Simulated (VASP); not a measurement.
A run of VASP 6.6.1 is set up as follows.

INCAR

```
SYSTEM = Sb
ALGO = Normal
EDIFF = 1E-6
ENCUT = 520
GGA = PS
ISIF = 2
ISMEAR = 0
LASPH = .TRUE.
LCHARG = .FALSE.
LREAL = .FALSE.
LWAVE = .FALSE.
NBANDS = 12
NELM = 100
PREC = Accurate
SIGMA = 0.1
```

The input KPOINTS:

```
k-points
0
G
  12 12 8
  0 0 0
```

Contents of POSCAR:

```
Sb
1.0
    3.3219676959      0.0000000000      0.0000000000
   -1.6609838480      2.8769084152      0.0000000000
    0.0000000000      0.0000000000      5.4684046352
Sb
2
Direct
    0.3333333333      0.6666666667      0.2500000000
    0.6666666667      0.3333333333      0.7500000000
```

Potentials or basis: VASP PAW PBE potentials, release 64 (Sb).

Run with:

```console
$ cat potpaw_PBE.64/Sb/POTCAR > POTCAR
$ mpirun -np 1 vasp_std > vasp.out
```

(1) What does it give for the band gap on the k mesh?

(2) Predict the pressure.

Results:

(1) zero (band 5 reaches 13.40 eV, above the bottom of band 6 at 5.40 eV).

(2) 0.0 GPa.

Caveat: the PAW data sets were made with another functional, which shifts forces and pressure a little; spin-orbit coupling is left out, which moves the levels of the heavy elements.
